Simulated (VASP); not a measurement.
# Cr (Im-3m) in VASP: notebook

Runs on Cr. Level: r2SCAN. Tasks: single point.

Program: VASP 6.6.1. These are calculated values, not measurements. Logs are shortened: lines on timing, memory, paths and dates and some standing lists are left out, and cuts for length are marked.

## Step 1: The cell of the first run

Symmetry: Im-3m, No. 229, cubic system. The conventional cell has a = 2.858 Å, b = 2.858 Å, c = 2.858 Å, α = 90.00°, β = 90.00°, γ = 90.00°. Cr (site symmetry m-3m) has 14 Cr at 2.48 to 2.86 Å within 3.3 Å.

## Step 2: Single point, r2SCAN

Input file POSCAR:

```
Cr
1.0
   -1.4289465136      1.4289465136      1.4289465136
    1.4289465136     -1.4289465136      1.4289465136
    1.4289465136      1.4289465136     -1.4289465136
Cr
1
Direct
    0.0000000000      0.0000000000      0.0000000000
```

Input file INCAR.step1:

```
SYSTEM = Cr
ALGO     = Normal         ! electronic algorithm
EDIFF    = 1E-5           ! SCF threshold, eV
ENCUT    = 550            ! plane-wave cutoff, eV
GGA      = PE             ! functional
GGA_COMPAT= .False.      
ISMEAR   = -1             ! smearing method
LASPH    = .True.         ! aspherical terms in the spheres
LCHARG   = .False.        ! write CHGCAR
LREAL    = .False.        ! projectors in reciprocal space
LWAVE    = .True.         ! write WAVECAR
NBANDS   = 12             ! bands
NELM     = 120            ! most SCF steps
PREC     = Accurate       ! precision mode
SIGMA    = 0.1            ! smearing width, eV
```

Input file INCAR.step2:

```
SYSTEM = Cr
ALGO     = Normal         ! electronic algorithm
EDIFF    = 1E-6           ! SCF threshold, eV
ENCUT    = 550            ! plane-wave cutoff, eV
GGA_COMPAT= .False.      
ISIF     = 2              ! what is computed and relaxed
ISMEAR   = -1             ! smearing method
ISTART   = 1            
LASPH    = .True.         ! aspherical terms in the spheres
LCHARG   = .False.        ! write CHGCAR
LMIXTAU  = .True.       
LREAL    = .False.        ! projectors in reciprocal space
LWAVE    = .False.        ! write WAVECAR
METAGGA  = R2SCAN         ! meta-GGA
NBANDS   = 12             ! bands
NELM     = 120            ! most SCF steps
PREC     = Accurate       ! precision mode
SIGMA    = 0.1            ! smearing width, eV
```

Input file KPOINTS:

```
k-points
0
Gamma
  17 17 17
  0 0 0
```

Potentials or basis: VASP PAW PBE potentials, release 64 (Cr_pv).

Command:

```console
> cat potpaw_PBE.64/Cr_pv/POTCAR > POTCAR
> cp INCAR.step1 INCAR
> mpirun -np 1 vasp_std > vasp.out
> cp INCAR.step2 INCAR
> mpirun -np 1 vasp_std > vasp.out
```

OUTCAR:

```text
SYSTEM = Cr
   EDIFF = 1E-6
   ENCUT = 550
   ISIF = 2
   ISMEAR = -1
   ISTART = 1
   LASPH = .True.
   LREAL = .False.
   METAGGA = R2SCAN
   NELM = 120
   PREC = Accurate

 ion  position               nearest neighbor table
   1  0.000  0.000  0.000-

  LATTYP: Found a body centered cubic cell.
 ALAT       =     2.8578930272

  Lattice vectors:

 A1 = (  -1.4289465136,   1.4289465136,   1.4289465136)
 A2 = (   1.4289465136,  -1.4289465136,   1.4289465136)
 A3 = (   1.4289465136,   1.4289465136,  -1.4289465136)

Analysis of symmetry for initial positions (statically):
=====================================================================
 Subroutine PRICEL returns:
 Original cell was already a primitive cell.

 Routine SETGRP: Setting up the symmetry group for a
 body centered cubic supercell.

 Subroutine GETGRP returns: Found 48 space group operations
 (whereof 48 operations were pure point group operations)
 out of a pool of 48 trial point group operations.

The static configuration has the point symmetry O_h .

Analysis of symmetry for dynamics (positions and initial velocities):
=====================================================================
 Subroutine PRICEL returns:
 Original cell was already a primitive cell.

 Routine SETGRP: Setting up the symmetry group for a
 body centered cubic supercell.

 Subroutine GETGRP returns: Found 48 space group operations
 (whereof 48 operations were pure point group operations)
 out of a pool of 48 trial point group operations.

The dynamic configuration has the point symmetry O_h .

 Subroutine INISYM returns: Found 48 space group operations
 (whereof 48 operations are pure point group operations),
 and found     1 'primitive' translations

----------------------------------------------------------------------------------------

                                     Primitive cell

  volume of cell :      11.6710

  direct lattice vectors                    reciprocal lattice vectors
    -1.428946514  1.428946514  1.428946514     0.000000000  0.349908128  0.349908128
     1.428946514 -1.428946514  1.428946514     0.349908128  0.000000000  0.349908128
     1.428946514  1.428946514 -1.428946514     0.349908128  0.349908128  0.000000000

  length of vectors
     2.475007963  2.475007963  2.475007963     0.494844821  0.494844821  0.494844821

  position of ions in fractional coordinates (direct lattice)
     0.000000000  0.000000000  0.000000000

  ion indices of the primitive-cell ions
   primitive index   ion index
                 1           1

----------------------------------------------------------------------------------------

 KPOINTS: k-points

Automatic generation of k-mesh.
 Grid dimensions read from file:
 generate k-points for:   17   17   17

 Generating k-lattice:

  Cartesian coordinates                     Fractional coordinates (reciprocal lattice)
     0.000000000  0.020582831  0.020582831     0.058823529  0.000000000  0.000000000
     0.020582831  0.000000000  0.020582831     0.000000000  0.058823529  0.000000000
     0.020582831  0.020582831  0.000000000     0.000000000  0.000000000  0.058823529

  Length of vectors
     0.029108519  0.029108519  0.029108519

  Shift w.r.t. Gamma in fractional coordinates (k-lattice)
     0.000000000  0.000000000  0.000000000

 Subroutine IBZKPT returns following result:
 ===========================================

 Found    165 irreducible k-points:

 Following reciprocal coordinates:
            Coordinates               Weight
  0.000000  0.000000  0.000000      1.000000
  0.058824  0.000000  0.000000     12.000000
  0.117647  0.000000  0.000000     12.000000
  0.176471  0.000000  0.000000     12.000000
  0.235294  0.000000  0.000000     12.000000
  0.294118  0.000000  0.000000     12.000000
[... 16 lines left out ...]
  0.411765  0.117647  0.000000     48.000000
  0.176471  0.176471  0.000000     24.000000
 [... further k-points ...]
   k-points           NKPTS =    165   k-points in BZ     NKDIM =    165   number of bands    NBANDS=     12
   number of dos      NEDOS =    301   number of ions     NIONS =      1
   total plane-waves  NPLWV =   8000
   dimension x,y,z NGX =    20 NGY =   20 NGZ =   20
   dimension x,y,z NGXF=    40 NGYF=   40 NGZF=   40
   ions per type =               1
   NGX,Y,Z   is equivalent  to a cutoff of  13.43, 13.43, 13.43 a.u.
   NGXF,Y,Z  is equivalent  to a cutoff of  26.87, 26.87, 26.87 a.u.
 SYSTEM =  Cr
   PREC   = accura    normal or accurate (medium, high low for compatibility)
   ISTART =      1    job   : 0-new  1-cont  2-samecut
   ICHARG =      0    charge: 1-file 2-atom 10-const
   ISPIN  =      1    spin polarized calculation?
   LNONCOLLINEAR =      F non collinear calculations
   LSORBIT =      F    spin-orbit coupling
   LASPH  =      T    aspherical Exc in radial PAW
   ENCUT  =  550.0 eV  40.42 Ry    6.36 a.u.   4.73  4.73  4.73*2*pi/ulx,y,z
   NELM   =    120;   NELMIN=  2; NELMDL=  0     # of ELM steps
   EDIFF  = 0.1E-05   stopping-criterion for ELM
   LREAL  =      F    real-space projection
   EDIFFG = 0.1E-04   stopping-criterion for IOM
   NSW    =      0    number of steps for IOM
   IBRION =     -1    ionic relax: 0-MD 1-quasi-New 2-CG
   NFREE  =      0    steps in history (QN), initial steepest desc. (CG)
   ISIF   =      2    stress and relaxation
   ISYM   =      2    0-nonsym 1-usesym 2-fastsym
   POTIM  = 0.5000    time-step for ionic-motion
   TEBEG  =    0.0;   TEEND  =   0.0 temperature during run
   PSTRESS=    0.0 pullay stress
   NELECT =      12.0000    total number of electrons
   NUPDOWN=      -1.0000    fix difference up-down
   EMIN   =  10.00;   EMAX   =-10.00  energy-range for DOS
   EFERMI =   0.00;   METHOD = LEGACY
   ISMEAR =    -1;   SIGMA  =   0.10  broadening in eV -4-tet -1-fermi 0-gaus
   EFERMI_NEDOS =   21; number of points for ismear=-14 and -15
   IALGO  =     38    algorithm
   IMIX   =      4    mixing-type and parameters
     AMIX     =   0.40;   BMIX     =  1.00
     AMIX_MAG =   1.60;   BMIX_MAG =  1.00
  volume/ion in A,a.u.               =      11.67        78.76
  Fermi-wavevector in a.u.,A,eV,Ry     =   1.652339  3.122469 37.146976  2.730226
  Thomas-Fermi vector in A             =   2.740965
   LORBIT       =      0    0 simple, 1 ext, 2 COOP (PROOUT), +10 PAW based schemes
   METAGGA = R2SCAN    functional components
   LHFCALC =     F    Hartree Fock is set to
   AEXX    =    0.0000 exact exchange contribution
   IVDW    =     0    specifies the selected vdW correction
   LEPSILON=     F    determine dielectric tensor
   LRPA    =     F    only Hartree local field effects (RPA)
 non-spin polarized calculation
  energy-cutoff  :      550.00
  volume of cell :       11.67
 maximum number of plane-waves:       370
   NGX =  9   NGY =  9   NGZ =  9

 number of electron      11.9999993 magnetization

 Free energy of the ion-electron system (eV)
  ---------------------------------------------------
  ext. energy  EPLUGINS =         0.00000000
  ---------------------------------------------------
  free energy    TOTEN  =       -14.81001370 eV

  energy without entropy =      -14.78893312  energy(sigma->0) =      -14.79947341

 E-fermi :  10.7831     XC(G=0): -14.9168

 val. band max:       10.7525521904   @ k =  -0.2941   0.2941   0.2941
 cond. band min:      10.7904552894   @ k =  -0.2353   0.2941   0.1176
 fundamental gap:      0.0379030990
 Fermi energy:        10.7831443236

 k-point     1 :       0.0000    0.0000    0.0000
  band No.  band energies     occupation
      1     -33.5805      2.00000
      2     -33.5805      2.00000
      3     -33.5805      2.00000
      4       2.3848      2.00000
      5       9.8203      1.99987
      6       9.8203      1.99987
      7       9.8203      1.99987
      8      12.1657      0.00000
      9      12.1657      0.00000
     10      13.9263      0.00000
     11      33.7899      0.00000
     12      33.7899      0.00000

 k-point     2 :       0.0588    0.0000    0.0000
  band No.  band energies     occupation
      1     -33.6133      2.00000
      2     -33.5905      2.00000
      3     -33.5807      2.00000
      4       2.5424      2.00000
      5       9.7592      1.99993
      6       9.8095      1.99988
      7       9.9251      1.99962
      8      12.0959      0.00000
      9      12.1694      0.00000
     10      13.9260      0.00000
     11      33.3976      0.00000
     12      33.7414      0.00000

 k-point     3 :       0.1176    0.0000    0.0000
  band No.  band energies     occupation
      1     -33.7067      2.00000
      2     -33.6190      2.00000
      3     -33.5813      2.00000
      4       3.0010      2.00000
      5       9.5873      1.99999
      6       9.7605      1.99993
      7      10.2319      1.99196
      8      11.9342      0.00002
      9      12.1829      0.00000
     10      13.9250      0.00000
     11      32.3032      0.00000
     12      33.4706      0.00000
[... 286 lines left out ...]
 k-point    23 :       0.4118    0.1176    0.0000
  band No.  band energies     occupation
      1     -34.4603      2.00000
      2     -33.9079      2.00000
      3     -33.6297      2.00000
      4       6.5145      2.00000
      5       8.2820      2.00000
      6      10.4072      1.95445
      7      12.0116      0.00001
      8      12.7487      0.00000
      9      13.8548      0.00000
     10      14.8113      0.00000
     11      21.1194      0.00000
     12      27.4244      0.00000

 k-point    24 :       0.1765    0.1765    0.0000
  band No.  band energies     occupation
      1     -34.1719      2.00000
      2     -33.7720      2.00000
      3     -33.6402      2.00000
      4       5.7810      2.00000
      5       8.8275      2.00000
      6       8.9782      2.00000
      7      11.5865      0.00065
      8      12.3681      0.00000
      9      12.6914      0.00000
     10      13.9255      0.00000
     11      27.4201      0.00000
     12      28.4521      0.00000

 [... further k-points ...]

------------------------ aborting loop because EDIFF is reached ----------------------------------------

  FORCE on cell =-STRESS in cart. coord.  units (eV):
  Direction    XX          YY          ZZ          XY          YZ          ZX
  --------------------------------------------------------------------------------------
  -------------------------------------------------------------------------------------
  Total       -0.5326665     -0.5326665     -0.5326665     -0.0000000     -0.0000000     -0.0000000
  in kB      -73.1236772    -73.1236772    -73.1236772     -0.0000000     -0.0000000     -0.0000000
  external PRESSURE =     -73.1236772 kB  Pullay stress =       0.0000000 kB

 VOLUME and BASIS-vectors are now :
 -----------------------------------------------------------------------------
  energy-cutoff  :      550.00
  volume of cell :       11.67
      direct lattice vectors                 reciprocal lattice vectors
    -1.428946514  1.428946514  1.428946514     0.000000000  0.349908128  0.349908128
     1.428946514 -1.428946514  1.428946514     0.349908128  0.000000000  0.349908128
     1.428946514  1.428946514 -1.428946514     0.349908128  0.349908128  0.000000000

 POSITION                                       TOTAL-FORCE (eV/Angst)
 -----------------------------------------------------------------------------------
      0.00000      0.00000      0.00000        -0.000000     -0.000000     -0.000000
 -----------------------------------------------------------------------------------
    total drift:                                0.000000     -0.000000      0.000000

  FREE ENERGIE OF THE ION-ELECTRON SYSTEM (eV)
  ---------------------------------------------------
  free  energy   TOTEN  =       -14.8100137017 eV

  energy  without entropy=      -14.7889331182  energy(sigma->0) =      -14.79947341
```

Wall time 2.5 min (1 thread of Intel Xeon 8259CL, shared host); peak memory 0.15 GiB.

What came out:

```yaml
Free_energy: -14.8100 eV
Pressure: -7.3 GPa
Band_gap_on_the_k_mesh: zero (band 6 reaches 13.12 eV, above the bottom of band 7 at 9.82 eV)
```

Levels at points of the mesh, in eV from the Fermi level:
| k point | band 4 | band 5 | band 6 | band 7 | band 8 | band 9 |
| --- | --- | --- | --- | --- | --- | --- |
| (0.00, 0.00, 0.00) | -8.40 | -0.96 | -0.96 | -0.96 | 1.38 | 1.38 |

Caveat: the PAW data sets were made with another functional, which shifts forces and pressure a little; the run has no spin polarisation, though such a crystal can be magnetic. Spin polarisation is off, so any magnetic state and its effect on volume and gap are missing.

## Step 3: Single point, r2SCAN

This run uses another cell than the first one, of 12.02 Å³/atom, 1.030 times its volume.

Input file POSCAR:

```
Cr
1.0
   -1.4429566865      1.4429566865      1.4429566865
    1.4429566865     -1.4429566865      1.4429566865
    1.4429566865      1.4429566865     -1.4429566865
Cr
1
Direct
    0.0000000000      0.0000000000      0.0000000000
```

Input file INCAR.step1:

```
SYSTEM = Cr
PREC = Accurate
ENCUT = 550
ISMEAR = -1
SIGMA = 0.1
LREAL = .FALSE.
LASPH = .TRUE.
NELM = 120
NBANDS = 12
GGA = PE
ALGO = Normal
EDIFF = 1E-5
LWAVE = .TRUE.
LCHARG = .FALSE.
GGA_COMPAT = .FALSE.
```

Input file INCAR.step2:

```
SYSTEM = Cr
PREC = Accurate
ENCUT = 550
EDIFF = 1E-6
ISMEAR = -1
SIGMA = 0.1
LREAL = .FALSE.
LASPH = .TRUE.
NELM = 120
ALGO = Normal
ISIF = 2
LWAVE = .FALSE.
LCHARG = .FALSE.
METAGGA = R2SCAN
LMIXTAU = .TRUE.
NBANDS = 12
ISTART = 1
GGA_COMPAT = .FALSE.
```

Input file KPOINTS:

```
regular mesh
0
G
  17 17 17
  0 0 0
```

Potentials or basis: VASP PAW PBE potentials, release 64 (Cr_pv).

Command:

```console
> cat potpaw_PBE.64/Cr_pv/POTCAR > POTCAR
> cp INCAR.step1 INCAR
> mpirun -np 1 vasp_std > vasp.out
> cp INCAR.step2 INCAR
> mpirun -np 1 vasp_std > vasp.out
```

OUTCAR:

```text
SYSTEM = Cr
   PREC = Accurate
   ENCUT = 550
   EDIFF = 1E-6
   ISMEAR = -1
   LREAL = .FALSE.
   LASPH = .TRUE.
   NELM = 120
   ISIF = 2
   METAGGA = R2SCAN
   ISTART = 1

 ion  position               nearest neighbor table
   1  0.000  0.000  0.000-

  LATTYP: Found a body centered cubic cell.
 ALAT       =     2.8859133730

  Lattice vectors:

 A1 = (  -1.4429566865,   1.4429566865,   1.4429566865)
 A2 = (   1.4429566865,  -1.4429566865,   1.4429566865)
[... 537 lines left out ...]
     11      26.6591      0.00000
     12      27.6707      0.00000

 [... further k-points ...]

------------------------ aborting loop because EDIFF is reached ----------------------------------------

  FORCE on cell =-STRESS in cart. coord.  units (eV):
  Direction    XX          YY          ZZ          XY          YZ          ZX
  --------------------------------------------------------------------------------------
  -------------------------------------------------------------------------------------
  Total       -1.0558759     -1.0558759     -1.0558759     -0.0000000      0.0000000      0.0000000
  in kB     -140.7678824   -140.7678824   -140.7678824     -0.0000000      0.0000000      0.0000000
  external PRESSURE =    -140.7678824 kB  Pullay stress =       0.0000000 kB

 VOLUME and BASIS-vectors are now :
 -----------------------------------------------------------------------------
  energy-cutoff  :      550.00
  volume of cell :       12.02
      direct lattice vectors                 reciprocal lattice vectors
    -1.442956687  1.442956687  1.442956687     0.000000000  0.346510747  0.346510747
     1.442956687 -1.442956687  1.442956687     0.346510747  0.000000000  0.346510747
     1.442956687  1.442956687 -1.442956687     0.346510747  0.346510747  0.000000000

 POSITION                                       TOTAL-FORCE (eV/Angst)
 -----------------------------------------------------------------------------------
      0.00000      0.00000      0.00000         0.000000     -0.000000      0.000000
 -----------------------------------------------------------------------------------
    total drift:                                0.000000     -0.000000     -0.000000

  FREE ENERGIE OF THE ION-ELECTRON SYSTEM (eV)
  ---------------------------------------------------
  free  energy   TOTEN  =       -14.7867432494 eV

  energy  without entropy=      -14.7649747928  energy(sigma->0) =      -14.77585902
```

OUTCAR.step1:

```text
SYSTEM = Cr
   PREC = Accurate
   ENCUT = 550
   ISMEAR = -1
   LREAL = .FALSE.
   LASPH = .TRUE.
[... 576 lines left out ...]
 -----------------------------------------------------------------------------------
      0.00000      0.00000      0.00000        -0.000000      0.000000      0.000000
 -----------------------------------------------------------------------------------
    total drift:                                0.000000     -0.000000     -0.000000

  FREE ENERGIE OF THE ION-ELECTRON SYSTEM (eV)
  ---------------------------------------------------
  free  energy   TOTEN  =        -9.5138953143 eV

  energy  without entropy=       -9.4899280304  energy(sigma->0) =       -9.50191167
```

Wall time 2.1 min (1 thread of Intel Xeon 8259CL, shared host); peak memory 0.15 GiB.

Results:

```yaml
Free_energy: -14.7867 eV
Pressure: -14.1 GPa
Band_gap_on_the_k_mesh: zero (band 6 reaches 12.61 eV, above the bottom of band 7 at 9.44 eV)
```

Caveat: the PAW data sets were made with another functional, which shifts forces and pressure a little; the run has no spin polarisation, though such a crystal can be magnetic. Spin polarisation is off, so any magnetic state and its effect on volume and gap are missing.
